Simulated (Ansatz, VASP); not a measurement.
# Two plane-wave programs on MnS

```
Mn S
1.0
     0.00000    2.34599    2.34599
     2.34599    0.00000    2.34599
     2.34599    2.34599    0.00000
Mn S
1 1
Direct
  0.00000 0.00000 0.00000
  0.50000 0.50000 0.50000
```

Alike in both runs: task single point; functional PBE; k mesh 12 × 12 × 12; occupations gaussian, width 0.05 eV; no spin polarisation.

|  | VASP | Ansatz |
| --- | --- | --- |
| version | VASP 6.6.1 | Ansatz 0.2.0 |
| potentials or method | VASP PAW PBE potentials, release 64 (Mn_pv, S), cutoff 500 eV | scalar-relativistic, plane waves, PAW |
| valence electrons in the cell | 19 | 21 |

VASP gave:

| Item | Value |
| --- | --- |
| gap on the k mesh at the Fermi level (eV) | none |
| pressure (GPa) | 0.2 |

Question: What did Ansatz give for the same quantities?

Answer: gap on the k mesh at the Fermi level (eV): none; pressure (GPa): 0.0.

A gap of «none» marks a metal or a gap that the smearing closes. VASP's potentials hold 19 valence electrons a cell and Ansatz's 21, so a difference there can come from the potentials and not from the codes.
